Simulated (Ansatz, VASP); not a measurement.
## One calculation of In3Se, two programs

INCAR

```
PREC = Accurate
ENCUT = 520
EDIFF = 1E-7
ISMEAR = 0
SIGMA = 0.1
LREAL = F
LASPH = T
NELM = 60
ALGO = Normal
ISIF = 2
LWAVE = F
LCHARG = F
GGA = PE
NBANDS = 30
```

KPOINTS

```
Automatic mesh
0
Gamma
  10 10 10
```

File POSCAR:

```
In3Se
1.0
    4.8512191290      0.0000000000      0.0000000000
    0.0000000000      4.8512191290      0.0000000000
    0.0000000000      0.0000000000      4.8512191290
In Se
3 1
Direct
    0.0000000000      0.5000000000      0.5000000000
    0.5000000000      0.0000000000      0.5000000000
    0.5000000000      0.5000000000      0.0000000000
    0.0000000000      0.0000000000      0.0000000000
```

Input for Ansatz:

```yaml
crystal:
  lattice:
    - [4.851219129, 0.0, 0.0]
    - [0.0, 4.851219129, 0.0]
    - [0.0, 0.0, 4.851219129]
  atoms:
    - { symbol: In, position: [0.0, 0.5, 0.5] }
    - { symbol: In, position: [0.5, 0.0, 0.5] }
    - { symbol: In, position: [0.5, 0.5, 0.0] }
    - { symbol: Se, position: [0.0, 0.0, 0.0] }
basis:
  ecutwfc: 420
kpoints:
  mp_grid: { grid: [10, 10, 10] }
hamiltonian:
  xc: pbe
scf:
  occupations: { method: gaussian, width: 0.1 }
output:
  forces: true
  stress: true
  eigenvalues: true
```

Alike in both runs: task single point; functional PBE; k mesh 10 × 10 × 10; occupations gaussian, width 0.1 eV; no spin polarisation.

|  | VASP | Ansatz |
| --- | --- | --- |
| version | VASP 6.6.1 | Ansatz 0.2.0 |
| potentials or method | VASP PAW PBE potentials, release 64 (In_d, Se), cutoff 520 eV | scalar-relativistic, plane waves, PAW |
| valence electrons in the cell | 45 | 55 |

```tsv
	VASP	Ansatz	Ansatz less VASP
gap on the k mesh at the Fermi level (eV)	none	none	-
pressure (GPa)	-1.2	-1.2	+0.01
```

A gap of «none» marks a metal or a gap that the smearing closes. With one functional, cell and mesh, what is left measures potentials, basis and numerics. VASP's potentials hold 45 valence electrons a cell and Ansatz's 55, so a difference there can come from the potentials and not from the codes.
